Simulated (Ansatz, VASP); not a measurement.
**TaN: VASP beside Ansatz**

```xyz
2
Lattice="2.5219 0.0000 0.0000 -1.2610 2.1840 0.0000 0.0000 0.0000 5.1169" Properties=species:S:1:pos:R:3 pbc="T T T"
Ta    0.0000    1.4560    4.4564
N     1.2610    0.7280    3.0030
```

Alike in both runs: task single point; functional PBE; k mesh 6 × 6 × 4; occupations gaussian, width 0.1 eV; no spin polarisation.

```csv
,VASP,Ansatz
version,VASP 6.6.1,Ansatz 0.2.0
potentials or method,"VASP PAW PBE potentials, release 64 (Ta_pv, N), cutoff 600 eV","scalar-relativistic, plane waves, PAW"
valence electrons in the cell,16,18
```

Ansatz gave:

| Item | Value |
| --- | --- |
| gap on the k mesh at the Fermi level (eV) | 0.10 |
| least direct gap on the mesh (eV) | 0.20 |
| rms of the force components (eV/Å) | 0.851 |

Q: Which values does VASP return?

A: gap on the k mesh at the Fermi level (eV): 0.10; least direct gap on the mesh (eV): 0.20; rms of the force components (eV/Å): 0.774.

Atom by atom the forces differ by 0.077 eV/Å (rms over components). VASP's potentials hold 16 valence electrons a cell and Ansatz's 18, so a difference there can come from the potentials and not from the codes.

The k mesh is coarse, so the values compare programs but aren't converged. Spin-orbit coupling is off throughout.
